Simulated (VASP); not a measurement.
# CeBr2 (Fm-3m) in VASP: further runs

CeBr2 is run at these levels: PBEsol; tasks: single point.

Everything below comes from runs of VASP 6.6.1. Logs are shortened: lines on timing, memory, paths and dates and some standing lists are left out, and cuts for length are marked.

## Step 1: The cell of the first run

It takes space group Fm-3m (No. 225, cubic). Conventional cell: a = 7.072 Å, b = 7.072 Å, c = 7.072 Å, α = 90.00°, β = 90.00°, γ = 90.00°. Ce (site symmetry m-3m) has 8 Br at 3.06 Å within 4.0 Å. Within 4.0 Å of Br (site symmetry -43m) lie 4 Ce at 3.06 Å and 6 Br at 3.54 Å.

## Step 2: Single point, PBEsol, collinear spin, ferromagnetic start

INCAR

```
SYSTEM = CeBr2
PREC = Accurate
ENCUT = 520
EDIFF = 1E-6
ISMEAR = 0
SIGMA = 0.05
LREAL = .False.
LASPH = .True.
NELM = 150
ALGO = Normal
ISIF = 2
LWAVE = .False.
LCHARG = .True.
ISPIN = 2
MAGMOM = 1 0 0
LORBIT = 11
LMAXMIX = 6
GGA = PS
LELF = .True.
LVHAR = .True.
NBANDS = 24
```

KPOINTS

```
Automatic mesh
0
Gamma
  8 8 8
  0 0 0
```

POSCAR

```
CeBr2
1.0
    0.0000000000      3.5357738776      3.5357738776
    3.5357738776      0.0000000000      3.5357738776
    3.5357738776      3.5357738776      0.0000000000
Ce Br
1 2
Direct
    0.0000000000      0.0000000000      0.0000000000
    0.2500000000      0.2500000000      0.2500000000
    0.7500000000      0.7500000000      0.7500000000
```

Potentials or basis: VASP PAW PBE potentials, release 64 (Ce, Br).

Launch:

```bash
$ cat potpaw_PBE.64/Ce/POTCAR potpaw_PBE.64/Br/POTCAR > POTCAR
$ mpirun -np 1 vasp_std > vasp.out
```

OUTCAR:

```text
SYSTEM = CeBr2
   PREC = Accurate
   ENCUT = 520
   EDIFF = 1E-6
   ISMEAR = 0
   LREAL = .False.
   LASPH = .True.
   NELM = 150
   ISIF = 2
   ISPIN = 2
   LORBIT = 11
   GGA = PS

 ion  position               nearest neighbor table
   1  0.000  0.000  0.000-
   2  0.250  0.250  0.250-
   3  0.750  0.750  0.750-

  LATTYP: Found a face centered cubic cell.
 ALAT       =     7.0715477552

  Lattice vectors:

 A1 = (   0.0000000000,   3.5357738776,   3.5357738776)
 A2 = (   3.5357738776,   0.0000000000,   3.5357738776)
 A3 = (   3.5357738776,   3.5357738776,   0.0000000000)

Analysis of symmetry for initial positions (statically):
=====================================================================
 Subroutine PRICEL returns:
 Original cell was already a primitive cell.

 Routine SETGRP: Setting up the symmetry group for a
 face centered cubic supercell.

 Subroutine GETGRP returns: Found 48 space group operations
 (whereof 48 operations were pure point group operations)
 out of a pool of 48 trial point group operations.

The static configuration has the point symmetry O_h .

Analysis of symmetry for dynamics (positions and initial velocities):
=====================================================================
 Subroutine PRICEL returns:
 Original cell was already a primitive cell.

 Routine SETGRP: Setting up the symmetry group for a
 face centered cubic supercell.

 Subroutine GETGRP returns: Found 48 space group operations
 (whereof 48 operations were pure point group operations)
 out of a pool of 48 trial point group operations.

The dynamic configuration has the point symmetry O_h .

Analysis of structural, dynamic, and magnetic symmetry:
=====================================================================
 Subroutine PRICEL returns:
 Original cell was already a primitive cell.

 Routine SETGRP: Setting up the symmetry group for a
 face centered cubic supercell.

 Subroutine GETGRP returns: Found 48 space group operations
 (whereof 48 operations were pure point group operations)
 out of a pool of 48 trial point group operations.

The overall configuration has the point symmetry O_h .

 Subroutine INISYM returns: Found 48 space group operations
 (whereof 48 operations are pure point group operations),
 and found     1 'primitive' translations

----------------------------------------------------------------------------------------
[... 120 lines left out ...]
   GGA     = PS    functional components
   LHFCALC =     F    Hartree Fock is set to
   AEXX    =    0.0000 exact exchange contribution
   IVDW    =     0    specifies the selected vdW correction
   LEPSILON=     F    determine dielectric tensor
   LRPA    =     F    only Hartree local field effects (RPA)
 spin polarized calculation
 Gauss-broadening in eV      SIGMA  =   0.05
  energy-cutoff  :      520.00
  volume of cell :       88.41
 maximum number of plane-waves:      2421
 NGX is ok and might be reduce to    40
   NGX = 19   NGY = 19   NGZ = 19

 number of electron      26.0000001 magnetization       1.9990465

 Free energy of the ion-electron system (eV)
  ---------------------------------------------------
  ext. energy  EPLUGINS =         0.00000000
  ---------------------------------------------------
  free energy    TOTEN  =       -14.56729214 eV

  energy without entropy =      -14.54899531  energy(sigma->0) =      -14.55814373

 E-fermi :   6.3253     XC(G=0):  -9.3634

 val. band max:        6.3215640917   @ k =  -0.3750   0.1250   0.0000
 cond. band min:       6.3307710956   @ k =  -0.2500   0.5000   0.2500
 fundamental gap:      0.0092070038
 Fermi energy:         6.3253440621

 spin component 1

 k-point     1 :       0.0000    0.0000    0.0000
  band No.  band energies     occupation
      1     -29.4591      1.00000
      2     -12.4636      1.00000
      3     -12.4636      1.00000
      4     -12.4636      1.00000
      5     -11.6970      1.00000
      6     -10.6695      1.00000
[... 637 lines left out ...]
     23       8.4532      0.00000
     24       8.9954      0.00000

 [... further k-points ...]

 spin component 2

 k-point     1 :       0.0000    0.0000    0.0000
  band No.  band energies     occupation
      1     -28.7307      1.00000
      2     -11.8073      1.00000
      3     -11.8073      1.00000
      4     -11.8073      1.00000
      5     -11.6617      1.00000
      6     -10.6653      1.00000
[... 637 lines left out ...]
     23       8.9031      0.00000
     24       9.4005      0.00000

 [... further k-points ...]

------------------------ aborting loop because EDIFF is reached ----------------------------------------

  FORCE on cell =-STRESS in cart. coord.  units (eV):
  Direction    XX          YY          ZZ          XY          YZ          ZX
  --------------------------------------------------------------------------------------
  -------------------------------------------------------------------------------------
  Total        0.4295884      0.4295884      0.4295884     -0.0000000     -0.0000000     -0.0000000
  in kB        7.7853784      7.7853784      7.7853784     -0.0000000     -0.0000000     -0.0000000
  external PRESSURE =       7.7853784 kB  Pullay stress =       0.0000000 kB

 VOLUME and BASIS-vectors are now :
 -----------------------------------------------------------------------------
  energy-cutoff  :      520.00
  volume of cell :       88.41
      direct lattice vectors                 reciprocal lattice vectors
     0.000000000  3.535773878  3.535773878    -0.141411758  0.141411758  0.141411758
     3.535773878  0.000000000  3.535773878     0.141411758 -0.141411758  0.141411758
     3.535773878  3.535773878  0.000000000     0.141411758  0.141411758 -0.141411758

 POSITION                                       TOTAL-FORCE (eV/Angst)
 -----------------------------------------------------------------------------------
      0.00000      0.00000      0.00000         0.000000      0.000000      0.000000
      1.76789      1.76789      1.76789         0.000000      0.000000      0.000000
      5.30366      5.30366      5.30366        -0.000000     -0.000000     -0.000000
 -----------------------------------------------------------------------------------
    total drift:                               -0.000000     -0.000000      0.000000

  FREE ENERGIE OF THE ION-ELECTRON SYSTEM (eV)
  ---------------------------------------------------
  free  energy   TOTEN  =       -14.5672921403 eV

  energy  without entropy=      -14.5489953107  energy(sigma->0) =      -14.55814373

 total charge

# of ion       s       p       d       f       tot
--------------------------------------------------
    1        2.035   5.677   0.602   1.349   9.664
    2        1.598   3.269   0.029   0.000   4.897
    3        1.598   3.269   0.029   0.000   4.897
--------------------------------------------------
tot          5.232  12.215   0.661   1.349  19.457

 magnetization (x)

# of ion       s       p       d       f       tot
--------------------------------------------------
    1        0.006  -0.007   0.253   1.254   1.506
    2       -0.001  -0.019   0.019   0.000  -0.001
    3       -0.001  -0.019   0.019   0.000  -0.001
--------------------------------------------------
tot          0.003  -0.046   0.292   1.254   1.503
```

OSZICAR:

```text
N       E                     dE             d eps       ncg     rms          rms(c)
DAV:   1     0.221589605351E+03    0.22159E+03   -0.10451E+04  2784   0.111E+03
DAV:   2     0.187756699444E+02   -0.20281E+03   -0.17482E+03  3512   0.226E+02
DAV:   3    -0.144728655832E+02   -0.33249E+02   -0.32150E+02  3496   0.101E+02
DAV:   4    -0.153870671831E+02   -0.91420E+00   -0.90891E+00  4128   0.161E+01
DAV:   5    -0.154514428564E+02   -0.64376E-01   -0.64308E-01  4512   0.318E+00    0.137E+01
DAV:   6    -0.162633000823E+02   -0.81186E+00   -0.68113E+00  3592   0.215E+01    0.200E+01
DAV:   7    -0.145268538542E+02    0.17364E+01   -0.24364E+00  3672   0.958E+00    0.460E+00
DAV:   8    -0.149876957861E+02   -0.46084E+00   -0.84191E-01  3832   0.598E+00    0.102E+01
DAV:   9    -0.145982393116E+02    0.38946E+00   -0.49441E-01  3952   0.327E+00    0.450E+00
DAV:  10    -0.145506030040E+02    0.47636E-01   -0.32988E-01  3912   0.196E+00    0.635E-01
DAV:  11    -0.145764842305E+02   -0.25881E-01   -0.30275E-02  3776   0.113E+00    0.139E+00
DAV:  12    -0.145667189469E+02    0.97653E-02   -0.12913E-02  3888   0.681E-01    0.141E-01
DAV:  13    -0.145675802121E+02   -0.86127E-03   -0.18070E-03  4352   0.224E-01    0.299E-01
DAV:  14    -0.145672550833E+02    0.32513E-03   -0.68219E-04  4048   0.131E-01    0.315E-02
DAV:  15    -0.145673054879E+02   -0.50405E-04   -0.60469E-05  4272   0.496E-02    0.657E-02
DAV:  16    -0.145672935620E+02    0.11926E-04   -0.13661E-05  4256   0.225E-02    0.302E-02
DAV:  17    -0.145672913442E+02    0.22178E-05   -0.91378E-06  3704   0.167E-02    0.624E-03
DAV:  18    -0.145672921403E+02   -0.79609E-06   -0.11054E-06  2800   0.669E-03
   1 F= -.14567292E+02 E0= -.14558144E+02  d E =-.182968E-01  mag=     1.9998
```

Run time: 3.1 min. Hardware: 1 thread of Intel Xeon Platinum 8259CL at 2.50GHz (Skylake/Cascade Lake), shared host; peak memory 0.36 GiB.

Results:

```
Free energy                                           : -14.5673 eV
Pressure                                              : 0.8 GPa
Band gap on the k mesh                                : zero (filled and empty bands overlap)
Net moment                                            : 2.00 μB per cell
Site moments                                          : Ce +1.51; Br -0.00 μB
Valence electrons inside the program's atomic spheres : Ce 9.66; Br 4.90
```

Levels at points of the mesh, in eV from the Fermi level:
Spin up:
```tsv
k point	band 12	band 13	band 14	band 15	band 16	band 17
(0.00, 0.00, 0.00)	-4.56	-0.38	-0.38	0.08	0.08	0.08
(0.50, 0.00, 0.00)	-5.43	-0.08	0.03	0.03	0.09	0.23
(0.50, 0.50, 0.00)	-4.21	-0.53	-0.17	0.06	0.06	0.18
```
Spin down:
```
           k point  band 8  band 9  band 10  band 11  band 12  band 13  band 14  band 15  band 16  band 17
(0.00, 0.00, 0.00)   -7.01   -7.01    -4.49    -4.49    -4.49     0.22     0.22     0.91     0.97     1.08
(0.50, 0.00, 0.00)   -6.33   -5.91    -5.72    -5.34    -5.34     0.63     0.87     0.87     0.95     0.95
(0.50, 0.50, 0.00)   -6.28   -6.28    -4.75    -4.75    -4.16     0.08     0.76     0.91     0.91     1.01
```

Caveat: the magnetic or orbital state may not be the lowest; the PAW data sets were made with another functional, which shifts forces and pressure a little; spin-orbit coupling is left out, which moves the levels of the heavy elements; semilocal functionals describe open f shells poorly, which spoils levels, moments and volumes. The state reached can hang on the start; a lower one may exist.

## Step 3: Single point, PBEsol, collinear spin, ferromagnetic start (30.35 Å³/atom)

This run uses another cell than the first one, of 30.35 Å³/atom.

INCAR

```
SYSTEM = CeBr2
  PREC = Accurate
  ENCUT = 520
  EDIFF = 1E-7
  ISMEAR = 0
  SIGMA = 0.05
  LREAL = .False.
  LASPH = .True.
  NELM = 150
  ALGO = Normal
  ISIF = 2
  LWAVE = .False.
  LCHARG = .True.
  ISPIN = 2
  MAGMOM = 1.65 0 0
  LORBIT = 11
  LMAXMIX = 6
  GGA = PS
  LELF = .True.
  LVHAR = .True.
  NBANDS = 24
```

KPOINTS is that of step 2.

POSCAR

```
CeBr2
1.0
    0.0000000000      3.5706311127      3.5706311127
    3.5706311127      0.0000000000      3.5706311127
    3.5706311127      3.5706311127      0.0000000000
Ce Br
1 2
Direct
    0.0000000000      0.0000000000      0.0000000000
    0.2500000000      0.2500000000      0.2500000000
    0.7500000000      0.7500000000      0.7500000000
```

Potentials or basis: VASP PAW PBE potentials, release 64 (Ce, Br).

Launch:

```bash
$ cat potpaw_PBE.64/Ce/POTCAR potpaw_PBE.64/Br/POTCAR > POTCAR
$ mpirun -np 1 vasp_std > vasp.out
```

Wall time 3.7 min (1 thread of Intel Xeon Platinum 8259CL at 2.50GHz (Skylake/Cascade Lake), shared host); peak memory 0.35 GiB.

Results (log left out):

```yaml
Free_energy: -14.5706 eV
Pressure: -0.4 GPa
Band_gap_on_the_k_mesh: zero (filled and empty bands overlap)
Net_moment: 2.00 μB per cell
Site_moments: Ce +1.52; Br -0.00 μB
Valence_electrons_inside_the_program's_atomic_spheres: Ce 9.64; Br 4.89
```

Levels at points of the mesh, in eV from the Fermi level:
Spin up:
```csv
k point,band 12,band 13,band 14,band 15,band 16,band 17
"(0.00, 0.00, 0.00)",-4.55,-0.34,-0.34,0.08,0.08,0.08
"(0.50, 0.00, 0.00)",-5.39,-0.05,0.02,0.02,0.08,0.24
"(0.50, 0.50, 0.00)",-4.20,-0.50,-0.16,0.06,0.06,0.18
```
Spin down:
| k point | band 9 | band 10 | band 11 | band 12 | band 13 | band 14 | band 15 | band 16 |
| --- | --- | --- | --- | --- | --- | --- | --- | --- |
| (0.00, 0.00, 0.00) | -6.89 | -4.49 | -4.49 | -4.49 | 0.26 | 0.26 | 0.80 | 0.97 |
| (0.50, 0.00, 0.00) | -5.86 | -5.66 | -5.30 | -5.30 | 0.66 | 0.88 | 0.88 | 0.96 |
| (0.50, 0.50, 0.00) | -6.22 | -4.72 | -4.72 | -4.16 | 0.10 | 0.80 | 0.92 | 0.92 |

Caveat: the magnetic or orbital state may not be the lowest; the PAW data sets were made with another functional, which shifts forces and pressure a little; spin-orbit coupling is left out, which moves the levels of the heavy elements; semilocal functionals describe open f shells poorly, which spoils levels, moments and volumes. The state reached can hang on the start; a lower one may exist.

## Step 4: Single point, PBEsol, collinear spin, ferromagnetic start (30.96 Å³/atom)

This run uses another cell than the first one, of 30.96 Å³/atom.

INCAR

```
SYSTEM = CeBr2
  PREC = Accurate
  ENCUT = 520
  EDIFF = 1E-6
  ISMEAR = 0
  SIGMA = 0.05
  LREAL = .False.
  LASPH = .True.
  NELM = 150
  ALGO = Normal
  ISIF = 2
  LWAVE = .False.
  LCHARG = .False.
  ISPIN = 2
  MAGMOM = 1.67 0 0
  LORBIT = 11
  LMAXMIX = 6
  GGA = PS
  NBANDS = 24
```

KPOINTS is that of step 3.

POSCAR

```
CeBr2
1.0
    0.0000000000      3.5942783655      3.5942783655
    3.5942783655      0.0000000000      3.5942783655
    3.5942783655      3.5942783655      0.0000000000
Ce Br
1 2
Direct
    0.0000000000      0.0000000000      0.0000000000
    0.2500000000      0.2500000000      0.2500000000
    0.7500000000      0.7500000000      0.7500000000
```

Launch:

```bash
$ cat potpaw_PBE.64/Ce/POTCAR potpaw_PBE.64/Br/POTCAR > POTCAR
$ mpirun -np 1 vasp_std > vasp.out
```

Wall time 3.2 min (1 thread of Intel Xeon Platinum 8259CL at 2.50GHz (Skylake/Cascade Lake), shared host); peak memory 0.35 GiB.

It converged, with:

```
Free energy                                           : -14.5621 eV
Pressure                                              : -1.3 GPa
Band gap on the k mesh                                : zero (filled and empty bands overlap)
Net moment                                            : 2.00 μB per cell
Site moments                                          : Ce +1.52; Br -0.00 μB
Valence electrons inside the program's atomic spheres : Ce 9.63; Br 4.88
```

Levels at points of the mesh, in eV from the Fermi level:
Spin up:
| k point | band 11 | band 12 | band 13 | band 14 | band 15 | band 16 | band 17 | band 18 |
| --- | --- | --- | --- | --- | --- | --- | --- | --- |
| (0.00, 0.00, 0.00) | -4.54 | -4.54 | -0.31 | -0.31 | 0.07 | 0.07 | 0.07 | 0.19 |
| (0.50, 0.00, 0.00) | -5.36 | -5.36 | -0.03 | 0.02 | 0.02 | 0.07 | 0.25 | 0.25 |
| (0.50, 0.50, 0.00) | -4.78 | -4.20 | -0.48 | -0.15 | 0.06 | 0.06 | 0.18 | 0.18 |
Spin down:
```tsv
k point	band 10	band 11	band 12	band 13	band 14	band 15
(0.00, 0.00, 0.00)	-4.48	-4.48	-4.48	0.28	0.28	0.72
(0.50, 0.00, 0.00)	-5.63	-5.28	-5.28	0.68	0.88	0.88
(0.50, 0.50, 0.00)	-4.70	-4.70	-4.16	0.11	0.82	0.93
```

Caveat: the magnetic or orbital state may not be the lowest; the PAW data sets were made with another functional, which shifts forces and pressure a little; spin-orbit coupling is left out, which moves the levels of the heavy elements; semilocal functionals describe open f shells poorly, which spoils levels, moments and volumes. The state reached can hang on the start; a lower one may exist.

## Step 5: Summary

| cell | gap on the mesh (eV) | pressure (GPa) | moment (μB) |
| --- | --- | --- | --- |
| a = 5.000 Å, angles 60.0°, 3 atoms | none | 0.8 | 2.00 |
| a = 5.050 Å, angles 60.0°, 3 atoms | none | -0.4 | 2.00 |
| a = 5.083 Å, angles 60.0°, 3 atoms | none | -1.3 | 2.00 |

Alike in all rows: task single point; level PBEsol; potentials or basis VASP PAW PBE potentials, release 64 (Ce, Br); spin collinear, ferromagnetic start; k mesh 8 × 8 × 8; cutoff (eV) 520; smearing gaussian 0.05 eV.

Caveats: the magnetic or orbital state may not be the lowest; the PAW data sets were made with another functional, which shifts forces and pressure a little; spin-orbit coupling is left out, which moves the levels of the heavy elements; semilocal functionals describe open f shells poorly, which spoils levels, moments and volumes.

Absolute energies hang on the potentials; compare differences alone.
